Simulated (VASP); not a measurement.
# BaTiO3 (P1) in VASP: single point with PBE

Aim: the single point of BaTiO3 with PBE.

Everything below comes from runs of VASP 6.6.1. Logs are shortened: lines on timing, memory, paths and dates and some standing lists are left out, and cuts for length are marked.

### Step 1. The cell of the first run

The typed cell holds 10 atoms: a = 4.018 Å, b = 5.659 Å, c = 5.659 Å, α = 89.51°, β = 89.87°, γ = 89.87°.

### Step 2. Single point, PBE

The input, INCAR:

```
  ALGO = Normal
  EDIFF = 1E-6
  ENCUT = 1340
  GGA = PE
  GGA_COMPAT = False
  ISIF = 2
  ISMEAR = -1
  LASPH = True
  LCHARG = False
  LREAL = False
  LWAVE = False
  NBANDS = 51
  NELM = 120
  PREC = Accurate
  SIGMA = 0.05
```

The input, KPOINTS:

```
k-points
0
Gamma
  3 2 2
```

The input, POSCAR:

```
BaTiO3
1.0
    0.0000000000     -2.8370500000     -2.8458000000
   -3.9841000000      2.8370500000     -2.8458000000
    3.9841000000      2.8370500000     -2.8458000000
Ba Ti O
2 2 6
Direct
    0.0148275600      0.5234218200      0.4959489100
    0.9851724400      0.9765781800      0.0040510900
    0.4694877500      0.0034791500      0.4981254400
    0.5147122500      0.4886208500      0.9939745600
    0.4861290400      0.2541884600      0.2805196700
    0.5296709600      0.7537115400      0.7273803300
    0.4350219600      0.8166803800      0.2799618100
    0.5599580400      0.1896096200      0.7263281900
    0.0211442800      0.0015745600      0.5051000400
    0.9914357200      0.4959154400      0.9923899600
```

Potentials or basis: VASP PAW PBE potentials, release 64 (Ba_sv, Ti_sv, O_h).

Launch:

```sh
$ cat potpaw_PBE.64/Ba_sv/POTCAR potpaw_PBE.64/Ti_sv/POTCAR potpaw_PBE.64/O_h/POTCAR > POTCAR
$ mpirun -np 1 vasp_std > vasp.out
```

OUTCAR:

```text
EDIFF = 1E-6
   ENCUT = 1340
   GGA = PE
   ISIF = 2
   ISMEAR = -1
   LASPH = True
   LREAL = False
   NELM = 120
   PREC = Accurate

 ion  position               nearest neighbor table
   1  0.015  0.523  0.496-   7 2.66   6 2.69   9 2.71   5 2.72   6 2.78  10 2.81  10 2.86   5 2.89
                             8 2.93   9 2.95   7 3.10   3 3.28   3 3.46   4 3.46   4 3.47   4 3.48
   2  0.985  0.977  0.004-   7 2.55   8 2.61  10 2.72   6 2.73   9 2.83   9 2.84   7 2.85  10 2.94
                             6 2.97   5 2.99   5 3.01   8 3.04   4 3.35   3 3.41   4 3.46   3 3.46
   3  0.469  0.003  0.498-   7 1.64   8 1.71   9 1.80   5 1.87   6 1.93   9 2.22   1 3.28   2 3.41
                             1 3.46   2 3.46   2 3.48   1 3.49   2 3.54   1 3.67
   4  0.515  0.489  0.994-  10 1.92   5 2.09  10 2.10   6 2.12   2 3.35   2 3.46   1 3.46   1 3.47
                             1 3.48   2 3.48   1 3.49   2 3.60
   5  0.486  0.254  0.281-   3 1.87   4 2.09   1 2.72   1 2.89   2 2.99   2 3.01
   6  0.530  0.754  0.727-   3 1.93   4 2.12   1 2.69   2 2.73   1 2.78   2 2.97
   7  0.435  0.817  0.280-   3 1.64   2 2.55   1 2.66   2 2.85   1 3.10
   8  0.560  0.190  0.726-   3 1.71   2 2.61   1 2.93   2 3.04
   9  0.021  0.002  0.505-   3 1.80   3 2.22   1 2.71   2 2.83   2 2.84   1 2.95
  10  0.991  0.496  0.992-   4 1.92   4 2.10   2 2.72   1 2.81   1 2.86   2 2.94

  LATTYP: Found a base centered monoclinic cell.
 ALAT       =     8.0367730695
 B/A-ratio  =     0.9914675867
 C/A-ratio  =     0.5000000000
 COS(beta)  =    -0.0030794335

  Lattice vectors:

 A1 = (   3.9841000000,  -2.8370500000,   2.8458000000)
 A2 = (  -3.9841000000,  -2.8370500000,   2.8458000000)
 A3 = (   0.0000000000,  -2.8370500000,  -2.8458000000)

Analysis of symmetry for initial positions (statically):
=====================================================================
 Subroutine PRICEL returns:
 Original cell was already a primitive cell.

 Routine SETGRP: Setting up the symmetry group for a
 base centered monoclinic supercell.

 Subroutine GETGRP returns: Found  1 space group operations
 (whereof  1 operations were pure point group operations)
 out of a pool of  4 trial point group operations.

The static configuration has the point symmetry C_1 .

Analysis of symmetry for dynamics (positions and initial velocities):
=====================================================================
 Subroutine PRICEL returns:
 Original cell was already a primitive cell.

 Routine SETGRP: Setting up the symmetry group for a
 base centered monoclinic supercell.

 Subroutine GETGRP returns: Found  1 space group operations
 (whereof  1 operations were pure point group operations)
 out of a pool of  4 trial point group operations.

The dynamic configuration has the point symmetry C_1 .

 Subroutine INISYM returns: Found  1 space group operations
 (whereof  1 operations are pure point group operations),
 and found     1 'primitive' translations

----------------------------------------------------------------------------------------

                                     Primitive cell

  volume of cell :     128.6653

  direct lattice vectors                    reciprocal lattice vectors
     0.000000000 -2.837050000 -2.845800000     0.000000000 -0.176239404 -0.175697519
    -3.984100000  2.837050000 -2.845800000    -0.125498858  0.088119702 -0.087848760
     3.984100000  2.837050000 -2.845800000     0.125498858  0.088119702 -0.087848760

  length of vectors
     4.018386535  5.658664432  5.658664432     0.248857280  0.176727049  0.176727049

  position of ions in fractional coordinates (direct lattice)
     0.014827560  0.523421820  0.495948910
     0.985172440  0.976578180  0.004051090
     0.469487750  0.003479150  0.498125440
     0.514712250  0.488620850  0.993974560
     0.486129040  0.254188460  0.280519670
     0.529670960  0.753711540  0.727380330
     0.435021960  0.816680380  0.279961810
     0.559958040  0.189609620  0.726328190
     0.021144280  0.001574560  0.505100040
     0.991435720  0.495915440  0.992389960

  ion indices of the primitive-cell ions
   primitive index   ion index
                 1           1
                 2           2
                 3           3
                 4           4
                 5           5
                 6           6
                 7           7
                 8           8
                 9           9
                10          10

----------------------------------------------------------------------------------------

 KPOINTS: k-points

Automatic generation of k-mesh.
 Grid dimensions read from file:
 generate k-points for:    3    2    2

 Generating k-lattice:

  Cartesian coordinates                     Fractional coordinates (reciprocal lattice)
     0.000000000 -0.058746468 -0.058565840     0.333333333  0.000000000  0.000000000
    -0.062749429  0.044059851 -0.043924380     0.000000000  0.500000000  0.000000000
     0.062749429  0.044059851 -0.043924380     0.000000000  0.000000000  0.500000000

  Length of vectors
     0.082952427  0.088363524  0.088363524

  Shift w.r.t. Gamma in fractional coordinates (k-lattice)
     0.000000000  0.000000000  0.000000000

 Subroutine IBZKPT returns following result:
 ===========================================

 Found      8 irreducible k-points:

 Following reciprocal coordinates:
            Coordinates               Weight
  0.000000  0.000000  0.000000      1.000000
  0.333333  0.000000  0.000000      2.000000
  0.000000  0.500000  0.000000      1.000000
  0.000000  0.000000  0.500000      1.000000
  0.333333  0.500000  0.000000      2.000000
 -0.333333 -0.000000  0.500000      2.000000
  0.000000  0.500000  0.500000      1.000000
  0.333333  0.500000  0.500000      2.000000
   k-points           NKPTS =      8   k-points in BZ     NKDIM =      8   number of bands    NBANDS=     51
   number of dos      NEDOS =    301   number of ions     NIONS =     10
   total plane-waves  NPLWV = 235200
   dimension x,y,z NGX =    48 NGY =   70 NGZ =   70
   dimension x,y,z NGXF=    96 NGYF=  140 NGZF=  140
   ions per type =               2   2   6
   NGX,Y,Z   is equivalent  to a cutoff of  19.86, 20.57, 20.57 a.u.
   NGXF,Y,Z  is equivalent  to a cutoff of  39.72, 41.13, 41.13 a.u.
 SYSTEM =  unknown system
   PREC   = accura    normal or accurate (medium, high low for compatibility)
   ISTART =      0    job   : 0-new  1-cont  2-samecut
   ICHARG =      2    charge: 1-file 2-atom 10-const
   ISPIN  =      1    spin polarized calculation?
   LNONCOLLINEAR =      F non collinear calculations
   LSORBIT =      F    spin-orbit coupling
   LASPH  =      T    aspherical Exc in radial PAW
   ENCUT  = 1340.0 eV  98.49 Ry    9.92 a.u.  11.99 16.89 16.89*2*pi/ulx,y,z
   NELM   =    120;   NELMIN=  2; NELMDL= -5     # of ELM steps
   EDIFF  = 0.1E-05   stopping-criterion for ELM
   LREAL  =      F    real-space projection
   EDIFFG = 0.1E-04   stopping-criterion for IOM
   NSW    =      0    number of steps for IOM
   IBRION =     -1    ionic relax: 0-MD 1-quasi-New 2-CG
   NFREE  =      0    steps in history (QN), initial steepest desc. (CG)
   ISIF   =      2    stress and relaxation
   ISYM   =      2    0-nonsym 1-usesym 2-fastsym
   POTIM  = 0.5000    time-step for ionic-motion
   TEBEG  =    0.0;   TEEND  =   0.0 temperature during run
   PSTRESS=    0.0 pullay stress
   NELECT =      80.0000    total number of electrons
   NUPDOWN=      -1.0000    fix difference up-down
   EMIN   =  10.00;   EMAX   =-10.00  energy-range for DOS
   EFERMI =   0.00;   METHOD = LEGACY
   ISMEAR =    -1;   SIGMA  =   0.05  broadening in eV -4-tet -1-fermi 0-gaus
   EFERMI_NEDOS =   21; number of points for ismear=-14 and -15
   IALGO  =     38    algorithm
   IMIX   =      4    mixing-type and parameters
     AMIX     =   0.40;   BMIX     =  1.00
     AMIX_MAG =   1.60;   BMIX_MAG =  1.00
  volume/ion in A,a.u.               =      12.87        86.83
  Fermi-wavevector in a.u.,A,eV,Ry     =   1.397283  2.640482 26.564002  1.952399
  Thomas-Fermi vector in A             =   2.520554
   LORBIT       =      0    0 simple, 1 ext, 2 COOP (PROOUT), +10 PAW based schemes
   GGA     = PE    functional components
   LHFCALC =     F    Hartree Fock is set to
   AEXX    =    0.0000 exact exchange contribution
   IVDW    =     0    specifies the selected vdW correction
   LEPSILON=     F    determine dielectric tensor
   LRPA    =     F    only Hartree local field effects (RPA)
 non-spin polarized calculation
  energy-cutoff  :     1340.00
  volume of cell :      128.67
 maximum number of plane-waves:     14358
   NGX = 23   NGY = 33   NGZ = 33

 number of electron      80.0000000 magnetization

 Free energy of the ion-electron system (eV)
  ---------------------------------------------------
  ext. energy  EPLUGINS =         0.00000000
  ---------------------------------------------------
  free energy    TOTEN  =       -75.36765023 eV

  energy without entropy =      -75.36721900  energy(sigma->0) =      -75.36743462

 E-fermi :   5.0357     XC(G=0): -11.1920

 val. band max:        4.6621083776   @ k =   0.0000   0.0000   0.0000
 cond. band min:       5.3257477728   @ k =   0.0000   0.0000   0.0000
 fundamental gap:      0.6636393952
 Fermi energy:         5.0356941824

 k-point     1 :       0.0000    0.0000    0.0000
  band No.  band energies     occupation
      1     -53.2908      2.00000
      2     -50.6448      2.00000
      3     -29.5447      2.00000
      4     -29.5018      2.00000
      5     -29.3798      2.00000
      6     -27.6594      2.00000
[... 43 lines left out ...]
     50       9.8430      0.00000
     51      10.4658      0.00000
[... 376 lines left out ...]
     50      11.6664      0.00000
     51      12.0481      0.00000

------------------------ aborting loop because EDIFF is reached ----------------------------------------

  FORCE on cell =-STRESS in cart. coord.  units (eV):
  Direction    XX          YY          ZZ          XY          YZ          ZX
  --------------------------------------------------------------------------------------
  -------------------------------------------------------------------------------------
  Total        9.3438170     16.6342224     20.8793012     -0.5393667     -8.4817670     -1.4854550
  in kB      116.3518577    207.1340512    259.9949758     -6.7163471   -105.6173664    -18.4973061
  external PRESSURE =     194.4936282 kB  Pullay stress =       0.0000000 kB

 VOLUME and BASIS-vectors are now :
 -----------------------------------------------------------------------------
  energy-cutoff  :     1340.00
  volume of cell :      128.67
      direct lattice vectors                 reciprocal lattice vectors
     0.000000000 -2.837050000 -2.845800000     0.000000000 -0.176239404 -0.175697519
    -3.984100000  2.837050000 -2.845800000    -0.125498858  0.088119702 -0.087848760
     3.984100000  2.837050000 -2.845800000     0.125498858  0.088119702 -0.087848760

 POSITION                                       TOTAL-FORCE (eV/Angst)
 -----------------------------------------------------------------------------------
     -0.10945      2.84994     -2.94312         0.830977     -0.062045      0.770121
     -3.87465     -0.01289     -5.59428        -1.030879      0.352064     -0.424257
      1.97072      0.09112     -2.76353         0.239526      1.971076     -1.827409
      2.01338      2.74593     -5.68394         0.368427     -1.114307      0.731408
      0.10491      0.13782     -2.90510        -5.703932     -0.556487     -0.464145
     -0.10491      2.69923     -5.72223         4.986909      0.219212      0.609133
     -2.13834      1.87705     -4.35881         0.087160     -9.402605      6.678638
      2.13834      1.00993     -4.20010        -0.096816      6.966152     -6.720424
      2.00610      1.37747     -1.50207         0.060887      1.473724      0.769988
      1.97800      1.40964     -7.05685         0.257740      0.153215     -0.123052
 -----------------------------------------------------------------------------------
    total drift:                                0.000128     -0.000053     -0.000310

  FREE ENERGIE OF THE ION-ELECTRON SYSTEM (eV)
  ---------------------------------------------------
  free  energy   TOTEN  =       -75.3676502341 eV

  energy  without entropy=      -75.3672190001  energy(sigma->0) =      -75.36743462
```

It took 5.8 min on 1 thread of AMD EPYC 7R13 (Zen 3), shared host; peak memory 0.58 GiB.

What came out:

```
Free energy            : -75.3677 eV
Pressure               : 19.4 GPa
Largest force          : 11.533 eV/Å
Band gap on the k mesh : 0.66 eV
```

Forces on the atoms (eV/Å):
```
Ba   0.831 -0.062  0.770
Ba  -1.031  0.352 -0.424
Ti   0.240  1.971 -1.827
Ti   0.368 -1.114  0.731
O   -5.704 -0.556 -0.464
O    4.987  0.219  0.609
O    0.087 -9.403  6.679
O   -0.097  6.966 -6.720
O    0.061  1.474  0.770
O    0.258  0.153 -0.123
```

Caveat: the k points lie up to 0.56 Å⁻¹ apart; spin-orbit coupling is left out, which moves the levels of the heavy elements; forces of over 1 eV/Å act on the atoms, so gaps and moduli don't describe the material at rest.
